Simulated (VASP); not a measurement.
The system is MnO2.

```xyz
3
Lattice="1.4284 0.8247 4.5839 -1.4284 0.8247 4.5839 0.0000 -1.6494 4.5839" Properties=species:S:1:pos:R:3 pbc="T T T"
Mn    0.0000    0.0000    0.0000
O     0.0000    0.0000   10.1163
O     0.0000    0.0000    3.6355
```

Program: VASP 6.6.1. Alike in all runs: task single point; cell as given; k mesh 11 × 11 × 11; cutoff (eV) 700; smearing fermi-dirac 0.05 eV.

Order these runs on this cell by their pressure, lowest first.
A. level PBE; potentials or basis VASP PAW PBE potentials, release 64 (Mn_sv, O); spin collinear, ferromagnetic start
B. level PBEsol+D3(BJ); potentials or basis VASP PAW PBE potentials, release 64 (Mn_sv, O); spin collinear, ferromagnetic start
C. level PBEsol; potentials or basis VASP PAW PBE potentials, release 64 (Mn_sv, O); spin off
D. level PBEsol; potentials or basis VASP PAW PBE potentials, release 64 (Mn_sv, O); spin collinear, ferromagnetic start
E. level LDA; potentials or basis VASP PAW LDA potentials, release 64 (Mn_sv, O); spin collinear, ferromagnetic start

C (-12.4 GPa), E (-8.7 GPa), B (-3.9 GPa), D (-2.3 GPa), A (4.6 GPa).

Caveats: a cell with one magnetic atom can't hold antiferromagnetic order, which such compounds often take (at least some runs); the PAW data sets were made with another functional, which shifts forces and pressure a little (at least some runs); the cell stands under tension (at least some runs); the cell stands under pressure (at least some runs); the stress differs along the axes, from -16 to -5 GPa (at least some runs); an odd number of electrons without spin polarisation forces a metal (at least some runs); a magnetic or distorted state may lie lower (at least some runs).
